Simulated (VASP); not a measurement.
# Sn4Se8NO2 in VASP: single point with PBE

Aim: the single point of Sn4Se8NO2 with PBE.

All numbers are computed with VASP 6.6.1; they aren't measurements. Logs are shortened: lines on timing, memory, paths and dates and some standing lists are left out, and cuts for length are marked.

**1. The cell of the first run**

The cell holds a slab with vacuum, 15 atoms: a = 7.622 Å, b = 7.622 Å, c = 21.538 Å, α = 90.00°, β = 90.00°, γ = 120.00°.

**2. Single point, PBE**

The input, INCAR:

```
PREC     = Accurate       # precision mode
ENCUT    = 520            # plane-wave cutoff, eV
EDIFF    = 1E-7           # SCF threshold, eV
ISMEAR   = -1             # smearing method
SIGMA    = 0.05           # smearing width, eV
LREAL    = Auto         
LASPH    = True           # aspherical terms in the spheres
NELM     = 100            # most SCF steps
ALGO     = Normal         # electronic algorithm
ISIF     = 2              # what is computed and relaxed
LWAVE    = False          # write WAVECAR
LCHARG   = True           # write CHGCAR
LDIPOL   = True         
IDIPOL   = 3            
DIPOL    = 0.5 0.5 0.483
GGA      = PE             # functional
LELF     = True           # ELF
LVHAR    = True         
LVACPOTAV= True         
NBANDS   = 74             # bands
```

The input, KPOINTS:

```
Automatic mesh
0
Gamma
  4 4 1
```

The input, POSCAR:

```
Sn4Se8NO2
1.0
    7.6219975631      0.0000000000      0.0000000000
   -3.8109987816      6.6008435173      0.0000000000
    0.0000000000      0.0000000000     21.5385000000
Se Sn N O
8 4 1 2
Direct
    0.3333333334      0.1666666667      0.3714279082
    0.3333333333      0.6666666667      0.3714279082
    0.8333333334      0.1666666667      0.3714279082
    0.8333333333      0.6666666667      0.3714279082
    0.1666666666      0.3333333333      0.5138937252
    0.1666666666      0.8333333333      0.5138937252
    0.6666666666      0.3333333333      0.5138937252
    0.6666666666      0.8333333333      0.5138937252
    0.0000000000      0.0000000000      0.4426608167
    0.0000000000      0.5000000000      0.4426608167
    0.5000000000      0.0000000000      0.4426608167
    0.5000000000      0.5000000000      0.4426608167
    0.6666666666      0.8333333333      0.6308935163
    0.5801961871      0.6667372522      0.6527149059
    0.7531371462      0.9999294144      0.6527149059
```

Potentials or basis: VASP PAW PBE potentials, release 64 (Se, Sn_d, N, O).

The run is started by

```
$ cat potpaw_PBE.64/Se/POTCAR potpaw_PBE.64/Sn_d/POTCAR potpaw_PBE.64/N/POTCAR potpaw_PBE.64/O/POTCAR > POTCAR
$ mpirun -np 1 vasp_std > vasp.out
```

OUTCAR:

```text
PREC = Accurate
   ENCUT = 520
   EDIFF = 1E-7
   ISMEAR = -1
   LREAL = Auto
   LASPH = True
   NELM = 100
   ISIF = 2
   GGA = PE

 ion  position               nearest neighbor table
   1  0.333  0.167  0.371-  11 2.68  12 2.68   9 2.68
   2  0.333  0.667  0.371-  10 2.68  11 2.68  12 2.68
   3  0.833  0.167  0.371-   9 2.68  10 2.68  11 2.68
   4  0.833  0.667  0.371-  12 2.68   9 2.68  10 2.68
   5  0.167  0.333  0.514-  10 2.68   9 2.68  12 2.68
   6  0.167  0.833  0.514-   9 2.68  10 2.68  11 2.68
   7  0.667  0.333  0.514-  12 2.68  11 2.68  10 2.68
   8  0.667  0.833  0.514-  11 2.68  12 2.68   9 2.68
   9  0.000  0.000  0.443-   3 2.68   6 2.68   5 2.68   4 2.68   1 2.68   8 2.68
  10  0.000  0.500  0.443-   2 2.68   5 2.68   3 2.68   6 2.68   7 2.68   4 2.68
  11  0.500  0.000  0.443-   1 2.68   8 2.68   7 2.68   2 2.68   3 2.68   6 2.68
  12  0.500  0.500  0.443-   4 2.68   7 2.68   1 2.68   8 2.68   5 2.68   2 2.68
  13  0.667  0.833  0.631-  14 1.20  15 1.20
  14  0.580  0.667  0.653-  13 1.20
  15  0.753  1.000  0.653-  13 1.20

  LATTYP: Found a hexagonal cell.
 ALAT       =     7.6219975631
 C/A-ratio  =     2.8258340181

  Lattice vectors:

 A1 = (   7.6219975631,   0.0000000000,   0.0000000000)
 A2 = (  -3.8109987816,   6.6008435173,   0.0000000000)
 A3 = (   0.0000000000,   0.0000000000,  21.5385000000)

Analysis of symmetry for initial positions (statically):
=====================================================================
 Subroutine PRICEL returns:
 Original cell was already a primitive cell.

 Routine SETGRP: Setting up the symmetry group for a
 hexagonal supercell.

 Subroutine GETGRP returns: Found  1 space group operations
 (whereof  1 operations were pure point group operations)
 out of a pool of 24 trial point group operations.

The static configuration has the point symmetry C_1 .

Analysis of symmetry for dynamics (positions and initial velocities):
=====================================================================
 Subroutine PRICEL returns:
 Original cell was already a primitive cell.

 Routine SETGRP: Setting up the symmetry group for a
 hexagonal supercell.

 Subroutine GETGRP returns: Found  1 space group operations
 (whereof  1 operations were pure point group operations)
 out of a pool of 24 trial point group operations.

The dynamic configuration has the point symmetry C_1 .

[... 127 lines left out ...]
   IMIX   =      4    mixing-type and parameters
     AMIX     =   0.40;   BMIX     =  1.00
     AMIX_MAG =   1.60;   BMIX_MAG =  1.00
  volume/ion in A,a.u.               =      72.24       487.52
  Fermi-wavevector in a.u.,A,eV,Ry     =   0.788331  1.489730  8.455560  0.621466
  Thomas-Fermi vector in A             =   1.893251
   LORBIT       =      0    0 simple, 1 ext, 2 COOP (PROOUT), +10 PAW based schemes
   GGA     = PE    functional components
   LHFCALC =     F    Hartree Fock is set to
   AEXX    =    0.0000 exact exchange contribution
   IVDW    =     0    specifies the selected vdW correction
   LEPSILON=     F    determine dielectric tensor
   LRPA    =     F    only Hartree local field effects (RPA)
 non-spin polarized calculation
  energy-cutoff  :      520.00
  volume of cell :     1083.64
 maximum number of plane-waves:     29212
 NGX is ok and might be reduce to    60
   NGX = 29   NGY = 29   NGZ = 81

 dipolmoment           0.000000      0.000000     -0.134664 electrons x Angstroem

 number of electron     120.9999972 magnetization

 dipolmoment           0.000000      0.000000      0.112238 electrons x Angstroem

 Free energy of the ion-electron system (eV)
  ---------------------------------------------------
  ext. energy  EPLUGINS =         0.00000000
  ---------------------------------------------------
  free energy    TOTEN  =       -65.15022078 eV

  energy without entropy =      -65.07945099  energy(sigma->0) =      -65.11483588

 E-fermi :  -2.2170     XC(G=0):  -3.5400

 val. band max:       -2.2270841521   @ k =  -0.2500   0.2500   0.0000
 cond. band min:      -2.2154917568   @ k =   0.0000   0.0000   0.0000
 fundamental gap:      0.0115923953
 Fermi energy:        -2.2170039805

 k-point     1 :       0.0000    0.0000    0.0000
  band No.  band energies     occupation
      1     -29.1976      2.00000
      2     -25.3384      2.00000
      3     -24.3054      2.00000
      4     -24.2822      2.00000
      5     -24.2802      2.00000
      6     -24.2362      2.00000
[... 739 lines left out ...]
     71       2.3409      0.00000
     72       2.3499      0.00000
 [bands above 72 left out]

------------------------ aborting loop because EDIFF is reached ----------------------------------------

  FORCE on cell =-STRESS in cart. coord.  units (eV):
  Direction    XX          YY          ZZ          XY          YZ          ZX
  --------------------------------------------------------------------------------------
  -------------------------------------------------------------------------------------
  Total        8.9872851     11.8003152     12.7779261      0.0629373     -0.0550370      0.0028123
  in kB       13.2878711     17.4469892     18.8924054      0.0930541     -0.0813732      0.0041580
  external PRESSURE =      16.5424219 kB  Pullay stress =       0.0000000 kB

 VOLUME and BASIS-vectors are now :
 -----------------------------------------------------------------------------
  energy-cutoff  :      520.00
  volume of cell :     1083.64
      direct lattice vectors                 reciprocal lattice vectors
     7.621997563  0.000000000  0.000000000     0.131199202  0.075747895  0.000000000
    -3.810998782  6.600843517  0.000000000     0.000000000  0.151495789  0.000000000
     0.000000000  0.000000000 21.538500000     0.000000000  0.000000000  0.046428489

 POSITION                                       TOTAL-FORCE (eV/Angst)
 -----------------------------------------------------------------------------------
      1.90550      1.10014      8.00000        -0.000073      0.002628     -0.838114
     -0.00000      4.40056      8.00000         0.037850      0.016314     -0.829160
      5.71650      1.10014      8.00000         0.000023     -0.031887     -0.845641
      3.81100      4.40056      8.00000        -0.038278      0.016582     -0.828149
     -0.00000      2.20028     11.06850        -0.009600      0.023277      0.870564
     -1.90550      5.50070     11.06850        -0.000596     -0.023245      0.877331
      3.81100      2.20028     11.06850         0.009665      0.023944      0.870742
      1.90550      5.50070     11.06850         0.000803     -0.013957      0.580458
      0.00000      0.00000      9.53425         0.325543      0.216783     -0.170868
     -1.90550      3.30042      9.53425         0.001434     -0.031019      0.078174
      3.81100      0.00000      9.53425        -0.325841      0.215302     -0.172894
      1.90550      3.30042      9.53425        -0.001454     -0.398515     -0.130592
      1.90550      5.50070     13.58850         0.001496     -0.018189     -0.984376
      1.88132      4.40103     14.05850        -0.026576     -1.258752      0.767868
      1.92968      6.60038     14.05850         0.025604      1.260736      0.754656
 -----------------------------------------------------------------------------------
    total drift:                               -0.000002     -0.000010     -0.003974

  FREE ENERGIE OF THE ION-ELECTRON SYSTEM (eV)
  ---------------------------------------------------
  free  energy   TOTEN  =       -65.1502207817 eV

  energy  without entropy=      -65.0794509852  energy(sigma->0) =      -65.11483588

 vacuum level on the upper side and lower side of the slab         3.358         2.955
```

OSZICAR:

```text
N       E                     dE             d eps       ncg     rms          rms(c)
DAV:   1     0.111749214129E+04    0.11175E+04   -0.49441E+04  1728   0.136E+03
DAV:   2     0.108444011869E+03   -0.10090E+04   -0.98608E+03  1906   0.307E+02
DAV:   3    -0.589171956512E+02   -0.16736E+03   -0.16603E+03  1862   0.148E+02
[... 18 lines left out ...]
DAV:  22    -0.651502153604E+02   -0.14010E-04   -0.62650E-07  1480   0.189E-03    0.109E-03
DAV:  23    -0.651502189285E+02   -0.35681E-05   -0.17686E-07  1248   0.135E-03    0.339E-04
DAV:  24    -0.651502199071E+02   -0.97864E-06   -0.27154E-08  1088   0.680E-04    0.207E-04
DAV:  25    -0.651502205520E+02   -0.64485E-06   -0.24795E-08  1112   0.797E-04    0.109E-04
DAV:  26    -0.651502207162E+02   -0.16422E-06   -0.17354E-09  1000   0.436E-04    0.687E-05
DAV:  27    -0.651502207817E+02   -0.65531E-07    0.19788E-09  1000   0.260E-04
   1 F= -.65150221E+02 E0= -.65114836E+02  d E =-.707698E-01
```

stdout:

```text
POSCAR found type information on POSCAR SeSnN O
 POSCAR found :  4 types and      15 ions
 scaLAPACK will be used
 LDA part: xc-table for (Slater+PW92), standard interpolation
 POSCAR, INCAR and KPOINTS ok, starting setup
 FFT: planning ... GRIDC
 FFT: planning ... GRID_SOFT
 FFT: planning ... GRID
 WAVECAR not read
 entering main loop
 -----------------------------------------------------------------------------
|                                                                             |
|           W    W    AA    RRRRR   N    N  II  N    N   GGGG   !!!           |
|           W    W   A  A   R    R  NN   N  II  NN   N  G    G  !!!           |
|           W    W  A    A  R    R  N N  N  II  N N  N  G       !!!           |
|           W WW W  AAAAAA  RRRRR   N  N N  II  N  N N  G  GGG   !            |
|           WW  WW  A    A  R   R   N   NN  II  N   NN  G    G                |
|           W    W  A    A  R    R  N    N  II  N    N   GGGG   !!!           |
|                                                                             |
|     Did not find any points to average over, which means that no vacuum     |
|     field-free region was found. Please increase the size of  your cell     |
|     in the dimension of the dipole correction to obtain accurate            |
|     workfunction values.                                                    |
|                                                                             |
 -----------------------------------------------------------------------------
```

It took 29 min on 1 thread of Intel Xeon Platinum 8488C (Sapphire Rapids), shared host; peak memory 1.4 GiB.

Results:

| Property | Result |
| --- | --- |
| Free energy | -65.1502 eV |
| Largest force | 1.475 eV/Å |
| Band gap on the k mesh | zero (an odd number of electrons rules out a gap without spin polarisation) |

Forces in eV/Å, atoms in the order of the input:
```
Se   0.000  0.003 -0.838
Se   0.038  0.016 -0.829
Se   0.000 -0.032 -0.846
Se  -0.038  0.017 -0.828
Se  -0.010  0.023  0.871
Se  -0.001 -0.023  0.877
Se   0.010  0.024  0.871
Se   0.001 -0.014  0.580
Sn   0.326  0.217 -0.171
Sn   0.001 -0.031  0.078
Sn  -0.326  0.215 -0.173
Sn  -0.001 -0.399 -0.131
N    0.001 -0.018 -0.984
O   -0.027 -1.259  0.768
O    0.026  1.261  0.755
```

Caveat: the standard files for N, O and F lose accuracy on very short bonds; spin-orbit coupling is left out, which moves the levels of the heavy elements; an odd number of electrons without spin polarisation forces a metal; a magnetic or distorted state may lie lower.
